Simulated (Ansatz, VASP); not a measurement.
**Two plane-wave programs on Hf4O3**

Contents of INCAR:

```
SYSTEM = Hf4O3
ALGO = Fast ; EDIFF = 1E-6
EDIFFG = -0.01 ; ENCUT = 600
GGA = PE ; IBRION = 2
ISIF = 3 ; ISMEAR = 0
LASPH = .TRUE. ; LCHARG = .FALSE.
LREAL = .FALSE. ; LWAVE = .FALSE.
NELM = 80 ; NSW = 100
PREC = Accurate ; SIGMA = 0.1
```

The input KPOINTS:

```
k-points
0
G
  6 10 6
  0 0 0
```

File POSCAR:

```
Hf4O3
1.0
    5.3159927343      0.0000000000      0.0000000000
    0.0000000000      3.2039942991      0.0000000000
   -0.0309674709      0.0000000000      5.6235727864
Hf O
4 3
Direct
    0.2723672108      0.0000000000      0.3393653510
    0.7276327892      0.0000000000      0.6606346490
    0.2536448442      0.5000000000      0.8405302125
    0.7463551558      0.5000000000      0.1594697875
    0.5000000000      0.0000000000      0.0000000000
    0.0000000000      0.0000000000      0.0000000000
    0.0000000000      0.5000000000      0.5000000000
```

Input for Ansatz:

```yaml
crystal:
  lattice:
    - [5.3159927343, 0.0, 0.0]
    - [0.0, 3.2039942991, 0.0]
    - [-0.0309674709, 0.0, 5.6235727864]
  atoms:
    - { symbol: Hf, position: [0.2723672108, 0.0, 0.339365351] }
    - { symbol: Hf, position: [0.7276327892, 0.0, 0.660634649] }
    - { symbol: Hf, position: [0.2536448442, 0.5, 0.8405302125] }
    - { symbol: Hf, position: [0.7463551558, 0.5, 0.1594697875] }
    - { symbol: O, position: [0.5, 0.0, 0.0] }
    - { symbol: O, position: [0.0, 0.0, 0.0] }
    - { symbol: O, position: [0.0, 0.5, 0.5] }
basis:
  ecutwfc: 420
kpoints:
  mp_grid: { grid: [6, 10, 6] }
hamiltonian:
  xc: pbe
scf:
  occupations: { method: gaussian, width: 0.1 }
output:
  forces: true
  stress: true
  eigenvalues: true
relax:
  adjacent_minimum: "off"
  f_tol: 0.01
  max_steps: 80
  cell: { stress_tol: 0.05 }
```

Alike in both runs: task relaxation of cell and atoms; functional PBE; k mesh 6 × 10 × 6; occupations gaussian, width 0.1 eV; no spin polarisation.

|  | VASP | Ansatz |
| --- | --- | --- |
| version | VASP 6.6.1 | Ansatz 0.2.0 |
| potentials or method | VASP PAW PBE potentials, release 64 (Hf_pv, O), cutoff 600 eV | scalar-relativistic, plane waves, PAW |
| valence electrons in the cell | 58 | 122 |

Ansatz gave:

| Quantity | Value |
| --- | --- |
| gap on the k mesh at the Fermi level, each at its own relaxed structure (eV) | none |
| relaxed volume (Å³/atom) | 13.71 |
| relaxed length of the cell vector where the two differ most in proportion (Å) | 5.272 |

What did VASP give for the same quantities?

gap on the k mesh at the Fermi level, each at its own relaxed structure (eV): none; relaxed volume (Å³/atom): 13.54; relaxed length of the cell vector where the two differ most in proportion (Å): 5.249.

A gap of «none» marks a metal or a gap that the smearing closes. VASP's potentials hold 58 valence electrons a cell and Ansatz's 122, so a difference there can come from the potentials and not from the codes.

Spin-orbit coupling is off throughout.
